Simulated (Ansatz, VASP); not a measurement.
## One calculation of Ti, two programs

The input INCAR:

```
SYSTEM = Ti
PREC = Accurate
ENCUT = 520
EDIFF = 1E-6
ISMEAR = 0
SIGMA = 0.15
LREAL = .FALSE.
LASPH = .TRUE.
NELM = 100
ALGO = Fast
ISIF = 2
LWAVE = .FALSE.
LCHARG = .FALSE.
GGA = CA
NBANDS = 12
```

The input KPOINTS:

```
Automatic mesh
0
G
  22 22 22
  0 0 0
```

File POSCAR:

```
Ti
1.0
    0.0000000000      2.1019207442      1.6672435343
    2.1019207442      0.0000000000      1.6672435343
    2.1019207442      2.1019207442      0.0000000000
Ti
1
Direct
    0.0000000000      0.0000000000      0.0000000000
```

Input for Ansatz:

```yaml
crystal:
  lattice:
    - [0.0, 2.1019207442, 1.6672435343]
    - [2.1019207442, 0.0, 1.6672435343]
    - [2.1019207442, 2.1019207442, 0.0]
  atoms:
    - { symbol: Ti, position: [0.0, 0.0, 0.0] }
basis:
  ecutwfc: 520.0
kpoints:
  mp_grid: { grid: [22, 22, 22] }
hamiltonian:
  xc: lda
  pseudopotentials: { kind: paw, azcp: { folder: soft_1 } }
scf:
  occupations: { method: gaussian, width: 0.15 }
output:
  forces: true
  stress: true
  eigenvalues: true
```

Alike in both runs: task single point; functional LDA; k mesh 22 × 22 × 22; occupations gaussian, width 0.15 eV; no spin polarisation.

```csv
,VASP,Ansatz
version,VASP 6.6.1,Ansatz 0.2.0
potentials or method,"VASP PAW LDA potentials, release 64 (Ti_sv), cutoff 520 eV","scalar-relativistic, plane waves, PAW"
valence electrons in the cell,12,12
```

Ansatz gave:

| Item | Value |
| --- | --- |
| gap on the k mesh at the Fermi level (eV) | none |
| pressure (GPa) | 10.4 |
| traceless stress, the component that is largest in VASP (GPa) | 0.30 |

**Question.** Estimate VASP's values.

**Answer.** gap on the k mesh at the Fermi level (eV): none; pressure (GPa): 10.4; traceless stress, the component that is largest in VASP (GPa): 0.32.

Ansatz warns that its potentials were made for another functional, while VASP's fit it. LDA's correlation is that of Perdew and Zunger in VASP and of Perdew and Wang (1992) in Ansatz. A gap of «none» marks a metal or a gap that the smearing closes.
